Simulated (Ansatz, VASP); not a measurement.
SrCl2: VASP beside Ansatz

The input POSCAR:

```
SrCl2
1.0
    0.0000000000      3.4883500000      3.4883500000
    3.4883500000      0.0000000000      3.4883500000
    3.4883500000      3.4883500000      0.0000000000
Sr Cl
1 2
Direct
    0.0000000000      0.0000000000      0.0000000000
    0.7500000000      0.7500000000      0.7500000000
    0.2500000000      0.2500000000      0.2500000000
```

The input INCAR.step1:

```
SYSTEM = SrCl2
  PREC = Accurate
  ENCUT = 520
  ISMEAR = 0
  SIGMA = 0.01
  LREAL = .FALSE.
  LASPH = .TRUE.
  NELM = 100
  NBANDS = 19
  GGA = PE
  ALGO = Normal
  EDIFF = 1E-4
  LWAVE = .TRUE.
  LCHARG = .FALSE.
```

Contents of INCAR.step2:

```
SYSTEM = SrCl2
  PREC = Accurate
  ENCUT = 520
  EDIFF = 1E-6
  ISMEAR = 0
  SIGMA = 0.01
  LREAL = .FALSE.
  LASPH = .TRUE.
  NELM = 100
  ALGO = Normal
  ISIF = 2
  LWAVE = .FALSE.
  LCHARG = .TRUE.
  METAGGA = R2SCAN
  LMIXTAU = .TRUE.
  LELF = .TRUE.
  LVHAR = .TRUE.
  NBANDS = 19
  ISTART = 1
```

The input KPOINTS:

```
regular mesh
0
G
  6 6 6
  0 0 0
```

Contents of input.yaml:

```yaml
crystal:
  lattice:
    - [0.0, 3.48835, 3.48835]
    - [3.48835, 0.0, 3.48835]
    - [3.48835, 3.48835, 0.0]
  atoms:
    - { symbol: Sr, position: [0.0, 0.0, 0.0] }
    - { symbol: Cl, position: [0.75, 0.75, 0.75] }
    - { symbol: Cl, position: [0.25, 0.25, 0.25] }
kpoints:
  mp_grid: { grid: [6, 6, 6] }
  band_path:
    path:
      - [0.0, 0.0, 0.0]
      - [0.5, 0.0, 0.5]
      - [0.625, 0.25, 0.625]
      - [0.375, 0.375, 0.75]
      - [0.5, 0.5, 0.5]
      - [0.5, 0.25, 0.75]
      - [0.0, 0.5, 0.5]
    npoints: 1
hamiltonian:
  xc: r2scan
scf:
  occupations: { method: fixed }
  n_extra_bands: 4
output:
  forces: true
  stress: true
  eigenvalues: true
```

Alike in both runs: functional r2SCAN; k mesh 6 × 6 × 6; no spin polarisation.

|  | VASP | Ansatz |
| --- | --- | --- |
| version | VASP 6.6.1 | Ansatz 0.2.0 |
| potentials or method | VASP PAW PBE potentials, release 64 (Sr_sv, Cl) | Ansatz PAW |
| plane-wave cutoff (eV) | 520 | 500 |
| occupations | gaussian, width 0.01 eV | fixed |
| valence electrons in the cell | 24 | 24 |
| task | single point | band structure |

|  | VASP | Ansatz | Ansatz less VASP |
| --- | --- | --- | --- |
| gap on the k mesh at the Fermi level (eV) | 5.97 | 5.97 | +0.001 |
| least direct gap on the mesh (eV) | 5.99 | 5.99 | 0.000 |
| pressure (GPa) | 0.3 | 0.3 | -0.04 |

VASP's potentials were made for PBE, not for r2SCAN.
